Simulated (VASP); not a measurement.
Cu, 1 atom in the cell. The structure is cubic, space group Fm-3m (No. 225). The conventional cell has a = 3.627 Å, b = 3.627 Å, c = 3.627 Å, α = 90.00°, β = 90.00°, γ = 90.00°. Cu (site symmetry m-3m) has 12 Cu at 2.56 Å within 3.4 Å. 

```yaml
Program: VASP 6.6.1
Task: relaxation of cell and atoms
Functional: PBE
Potentials_or_basis: VASP PAW PBE potentials, release 64 (Cu)
Cutoff: 600 eV
k_mesh: 20 × 20 × 20
Occupations: gaussian, width 0.1 eV
Spin: no spin polarisation
Dipole_correction: no
Further_INCAR_settings: ALGO = Normal; EDIFF = 1e-07; IBRION = 2; EDIFFG = -0.002; NSW = 100; ISIF = 3
```

Potentials or basis: VASP PAW PBE potentials, release 64 (Cu).

Command:

```bash
$ cat potpaw_PBE.64/Cu/POTCAR > POTCAR
$ mpirun -np 1 vasp_std > vasp.out
```

Hardware: 1 thread of AMD EPYC 7R13 (shared host).

**Question.** Estimate the wall time of this run.

**Answer.** Run time: 39 s on 1 thread of AMD EPYC 7R13, with other jobs on the host, peak memory 0.16 GiB. Counts: scf iterations 26, k points 256, ion steps 3.
